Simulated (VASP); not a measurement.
A run of VASP 6.6.1:

Contents of INCAR:

```
SYSTEM = Mn
PREC = Accurate ; ENCUT = 520
EDIFF = 1E-6 ; ISMEAR = 0
SIGMA = 0.1 ; LREAL = .FALSE.
LASPH = .TRUE. ; NELM = 150
ALGO = Normal ; ISIF = 2
LWAVE = .FALSE. ; LCHARG = .FALSE.
ISPIN = 2 ; MAGMOM = 4 4
LORBIT = 11 ; LMAXMIX = 4
GGA = PE ; NBANDS = 24
```

The input KPOINTS:

```
regular mesh
0
G
  8 8 8
  0 0 0
```

File POSCAR:

```
Mn
1.0
    0.0000000000      2.4889102802      3.9176641364
    1.4369449102      0.0000000000      3.9176641364
    1.4369449102      2.4889102802      0.0000000000
Mn
2
Direct
    0.1666700000      0.8333300000      0.1666700000
    0.8333300000      0.1666700000      0.8333300000
```

Potentials or basis: VASP PAW PBE potentials, release 64 (Mn_pv).

Run with:

```bash
$ cat potpaw_PBE.64/Mn_pv/POTCAR > POTCAR
$ mpirun -np 1 vasp_std > vasp.out
```

Hardware: 1 thread of Intel Xeon 8259CL, on a shared host.

Q: How long does it take, and how much memory?

A: Run time: 3.3 min on 1 thread of Intel Xeon 8259CL (shared host), peak memory 0.24 GiB. Counts: scf iterations 16, k points 95.
